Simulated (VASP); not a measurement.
# ZrSiO (P4/nmm) in VASP: further runs, part 2 of 2

VASP 6.6.1. The steps go on from the part before.

**4. Single point, PBE**

This run uses another cell than the first one, of 12.70 Å³/atom, 0.904 times its volume.

Contents of INCAR:

```
ALGO = Normal ; EDIFF = 1E-7
ENCUT = 520 ; GGA = PE
ISIF = 2 ; ISMEAR = -1
LASPH = True ; LCHARG = False
LREAL = False ; LWAVE = False
NBANDS = 31 ; NELM = 80
PREC = Accurate ; SIGMA = 0.05
```

Contents of KPOINTS:

```
k-points
0
Gamma
  8 8 4
```

Contents of POSCAR:

```
ZrSiO
1.0
    3.2522160851      0.0000000000      0.0000000000
    0.0000000000      3.2522160851      0.0000000000
    0.0000000000      0.0000000000      7.2017652354
Zr Si O
2 2 2
Direct
    0.5000000000      0.0000000000      0.3084100000
    0.0000000000      0.5000000000      0.6915900000
    0.0000000000      0.0000000000      0.0000000000
    0.5000000000      0.5000000000      0.0000000000
    0.5000000000      0.0000000000      0.6112940000
    0.0000000000      0.5000000000      0.3887060000
```

Run with:

```bash
> cat potpaw_PBE.64/Zr_sv/POTCAR potpaw_PBE.64/Si/POTCAR potpaw_PBE.64/O/POTCAR > POTCAR
> mpirun -np 1 vasp_std > vasp.out
```

It took 83 s on 1 thread of AMD EPYC 7R43 (Zen 3), shared host; peak memory 0.21 GiB.

The run converged. Its results:

```
Free energy            : -48.4602 eV
Pressure               : 10.6 GPa
Largest force          : 0.190 eV/Å
Band gap on the k mesh : zero (band 22 reaches 11.45 eV, above the bottom of band 23 at 11.27 eV)
```

Forces on the atoms (eV/Å):
```
Zr   0.000  0.000  0.088
Zr   0.000  0.000 -0.088
Si   0.000  0.000  0.000
Si   0.000  0.000  0.000
O    0.000  0.000  0.190
O    0.000  0.000 -0.190
```

Stress tensor (GPa, compression positive):
```
10.36  0.00  0.00
 0.00 10.36  0.00
 0.00  0.00 11.17
```

Levels at points of the mesh, in eV from the Fermi level:
```csv
k point,band 20,band 21,band 22,band 23,band 24,band 25
"(0.00, 0.00, 0.00)",-2.66,-2.66,-2.32,-0.12,1.09,1.28
"(0.50, 0.00, 0.00)",-2.27,-0.30,-0.30,0.23,0.23,2.70
"(0.50, 0.50, 0.00)",-4.79,-2.56,-2.56,1.92,1.92,2.00
"(0.00, 0.00, 0.50)",-2.75,-2.67,-2.67,0.72,0.99,1.20
"(0.50, 0.00, 0.50)",-3.22,-0.06,-0.06,0.61,0.61,2.33
"(0.50, 0.50, 0.50)",-4.77,-2.63,-2.63,0.66,0.66,2.47
```

**5. Single point, PBE**

This run uses another cell than the first one, of 12.97 Å³/atom, 0.923 times its volume.

Contents of INCAR:

```
SYSTEM = ZrSiO
PREC     = Accurate       ! precision mode
ENCUT    = 520            ! plane-wave cutoff, eV
EDIFF    = 1E-7           ! SCF threshold, eV
ISMEAR   = -1             ! smearing method
SIGMA    = 0.05           ! smearing width, eV
LREAL    = .FALSE.        ! projectors in reciprocal space
LASPH    = .TRUE.         ! aspherical terms in the spheres
NELM     = 100            ! most SCF steps
ALGO     = Normal         ! electronic algorithm
ISIF     = 2              ! what is computed and relaxed
LWAVE    = .FALSE.        ! write WAVECAR
LCHARG   = .TRUE.         ! write CHGCAR
GGA      = PE             ! functional
LELF     = .TRUE.         ! ELF
LVHAR    = .TRUE.       
NBANDS   = 31             ! bands
```

Contents of KPOINTS:

```
regular mesh
0
G
  8 8 4
  0 0 0
```

POSCAR: that of step 4 with these lines changed.

```diff
@@ -2,5 +2,5 @@
 1.0
-    3.2522160851      0.0000000000      0.0000000000
-    0.0000000000      3.2522160851      0.0000000000
-    0.0000000000      0.0000000000      7.2017652354
+    3.2751197699      0.0000000000      0.0000000000
+    0.0000000000      3.2751197699      0.0000000000
+    0.0000000000      0.0000000000      7.2524835630
 Zr Si O
```

Run with:

```bash
> cat potpaw_PBE.64/Zr_sv/POTCAR potpaw_PBE.64/Si/POTCAR potpaw_PBE.64/O/POTCAR > POTCAR
> mpirun -np 1 vasp_std > vasp.out
```

Run time: 1.7 min. Hardware: 1 thread of AMD EPYC 7R43 (Zen 3), shared host; peak memory 0.2 GiB.

It converged, with:

```yaml
Free_energy: -48.5459 eV
Pressure: 6.1 GPa
Largest_force: 0.098 eV/Å
Band_gap_on_the_k_mesh: zero (band 22 reaches 11.16 eV, above the bottom of band 23 at 11.01 eV)
```

Forces in eV/Å, atoms in the order of the input:
```
Zr   0.000  0.000  0.098
Zr   0.000  0.000 -0.098
Si   0.000  0.000  0.000
Si   0.000  0.000  0.000
O    0.000  0.000  0.097
O    0.000  0.000 -0.097
```

Stress tensor (GPa, compression positive):
```
6.06 0.00 0.00
0.00 6.06 0.00
0.00 0.00 6.26
```

Levels at points of the mesh, in eV from the Fermi level:
```csv
k point,band 18,band 19,band 20,band 21,band 22,band 23,band 24,band 25,band 26,band 27
"(0.00, 0.00, 0.00)",-3.18,-2.88,-2.64,-2.64,-2.27,-0.09,0.99,1.25,1.25,2.05
"(0.50, 0.00, 0.00)",-5.68,-2.26,-2.26,-0.30,-0.30,0.23,0.23,2.62,2.62,3.10
"(0.50, 0.50, 0.00)",-5.87,-4.73,-4.73,-2.53,-2.53,1.88,1.88,1.93,1.93,3.20
"(0.00, 0.00, 0.50)",-4.31,-2.86,-2.71,-2.65,-2.65,0.73,0.92,1.17,1.17,2.22
"(0.50, 0.00, 0.50)",-5.43,-3.17,-3.17,-0.07,-0.07,0.59,0.59,2.28,2.28,2.37
"(0.50, 0.50, 0.50)",-5.01,-4.71,-4.71,-2.61,-2.61,0.65,0.65,2.39,2.39,3.69
```

**6. Single point, PBE**

This run uses another cell than the first one, of 13.24 Å³/atom, 0.942 times its volume.

Contents of INCAR:

```
PREC     = Accurate       # precision mode
ENCUT    = 520            # plane-wave cutoff, eV
EDIFF    = 1E-6           # SCF threshold, eV
ISMEAR   = -1             # smearing method
SIGMA    = 0.05           # smearing width, eV
LREAL    = False          # projectors in reciprocal space
LASPH    = True           # aspherical terms in the spheres
NELM     = 60             # most SCF steps
ALGO     = Normal         # electronic algorithm
ISIF     = 2              # what is computed and relaxed
LWAVE    = False          # write WAVECAR
LCHARG   = True           # write CHGCAR
GGA      = PE             # functional
LELF     = True           # ELF
LVHAR    = True         
NBANDS   = 31             # bands
```

Contents of KPOINTS:

```
Automatic mesh
0
Gamma
  8 8 4
```

POSCAR: that of step 5 with these lines changed.

```diff
@@ -2,5 +2,5 @@
 1.0
-    3.2751197699      0.0000000000      0.0000000000
-    0.0000000000      3.2751197699      0.0000000000
-    0.0000000000      0.0000000000      7.2524835630
+    3.2977075165      0.0000000000      0.0000000000
+    0.0000000000      3.2977075165      0.0000000000
+    0.0000000000      0.0000000000      7.3025022717
 Zr Si O
```

Potentials or basis: VASP PAW PBE potentials, release 64 (Zr_sv, Si, O).

Run with:

```bash
> cat potpaw_PBE.64/Zr_sv/POTCAR potpaw_PBE.64/Si/POTCAR potpaw_PBE.64/O/POTCAR > POTCAR
> mpirun -np 1 vasp_std > vasp.out
```

OUTCAR:

```text
PREC = Accurate
   ENCUT = 520
   EDIFF = 1E-6
   ISMEAR = -1
   LREAL = False
   LASPH = True
   NELM = 60
   ISIF = 2
   GGA = PE

 ion  position               nearest neighbor table
   1  0.500  0.000  0.308-   5 2.21   6 2.40   6 2.40   6 2.40   6 2.40   3 2.79   3 2.79   4 2.79
                             4 2.79   2 3.64   2 3.64   2 3.64   2 3.64
   2  0.000  0.500  0.692-   6 2.21   5 2.40   5 2.40   5 2.40   5 2.40   3 2.79   4 2.79   4 2.79
                             3 2.79   1 3.64   1 3.64   1 3.64   1 3.64
   3  0.000  0.000  0.000-   4 2.33   4 2.33   4 2.33   4 2.33   2 2.79   1 2.79   1 2.79   2 2.79

[... 1030 lines left out ...]
  Total        1.1036312      1.1036312      0.9244879      0.0000000      0.0000000      0.0000000
  in kB       22.2658135     22.2658135     18.6515903      0.0000000      0.0000000      0.0000000
  external PRESSURE =      21.0610725 kB  Pullay stress =       0.0000000 kB

 VOLUME and BASIS-vectors are now :
 -----------------------------------------------------------------------------
  energy-cutoff  :      520.00
  volume of cell :       79.41
      direct lattice vectors                 reciprocal lattice vectors
     3.297707517  0.000000000  0.000000000     0.303240962  0.000000000  0.000000000
     0.000000000  3.297707517  0.000000000     0.000000000  0.303240962  0.000000000
     0.000000000  0.000000000  7.302502272     0.000000000  0.000000000  0.136939362

 POSITION                                       TOTAL-FORCE (eV/Angst)
 -----------------------------------------------------------------------------------
      1.64885      0.00000      2.25216         0.000000     -0.000000      0.105891
      0.00000      1.64885      5.05034        -0.000000     -0.000000     -0.105891
      0.00000      0.00000      0.00000         0.000000     -0.000000      0.000000
      1.64885      1.64885      0.00000        -0.000000      0.000000      0.000000
      1.64885      0.00000      4.46398         0.000000     -0.000000      0.011329
      0.00000      1.64885      2.83853         0.000000     -0.000000     -0.011329
 -----------------------------------------------------------------------------------
    total drift:                                0.000000      0.000000     -0.000000

  FREE ENERGIE OF THE ION-ELECTRON SYSTEM (eV)
  ---------------------------------------------------
  free  energy   TOTEN  =       -48.5884761347 eV

  energy  without entropy=      -48.5815323756  energy(sigma->0) =      -48.58500426
```

It took 2 min on 1 thread of AMD EPYC 7R43 (Zen 3), shared host; peak memory 0.22 GiB.

What came out:

* Free energy: -48.5885 eV
* Pressure: 2.1 GPa
* Largest force: 0.106 eV/Å
* Band gap on the k mesh: zero (band 22 reaches 10.88 eV, above the bottom of band 23 at 10.77 eV)

Forces in eV/Å, atoms in the order of the input:
```
Zr   0.000  0.000  0.106
Zr   0.000  0.000 -0.106
Si   0.000  0.000  0.000
Si   0.000  0.000  0.000
O    0.000  0.000  0.011
O    0.000  0.000 -0.011
```

Stress tensor (GPa, compression positive):
```
2.23 0.00 0.00
0.00 2.23 0.00
0.00 0.00 1.87
```

Levels at points of the mesh, in eV from the Fermi level:
```csv
k point,band 18,band 19,band 20,band 21,band 22,band 23,band 24,band 25,band 26,band 27
"(0.00, 0.00, 0.00)",-3.12,-2.87,-2.62,-2.62,-2.21,-0.07,0.90,1.22,1.22,1.91
"(0.50, 0.00, 0.00)",-5.58,-2.24,-2.24,-0.29,-0.29,0.22,0.22,2.55,2.55,3.02
"(0.50, 0.50, 0.00)",-5.77,-4.68,-4.68,-2.49,-2.49,1.83,1.83,1.87,1.87,3.10
"(0.00, 0.00, 0.50)",-4.24,-2.79,-2.67,-2.62,-2.62,0.73,0.86,1.15,1.15,2.15
"(0.50, 0.00, 0.50)",-5.35,-3.12,-3.12,-0.07,-0.07,0.57,0.57,2.23,2.23,2.30
"(0.50, 0.50, 0.50)",-4.94,-4.65,-4.65,-2.58,-2.58,0.64,0.64,2.30,2.30,3.58
```

**7. The runs side by side**

```tsv
cell	gap on the mesh (eV)	pressure (GPa)	largest force (eV/Å)
a = 3.364, b = 3.364, c = 7.449 Å, 6 atoms	none	-7.7	0.21
a = 3.385, b = 3.385, c = 7.496 Å, 6 atoms	none	-10.4	0.27
a = 3.252, b = 3.252, c = 7.202 Å, 6 atoms	none	10.6	0.19
a = 3.275, b = 3.275, c = 7.252 Å, 6 atoms	none	6.1	0.10
a = 3.298, b = 3.298, c = 7.303 Å, 6 atoms	none	2.1	0.11
```

Alike in all rows: task single point; level PBE; potentials or basis VASP PAW PBE potentials, release 64 (Zr_sv, Si, O); no spin polarisation; k mesh 8 × 8 × 4; cutoff (eV) 520; smearing fermi-dirac 0.05 eV.

Absolute energies hang on the potentials; compare differences alone.
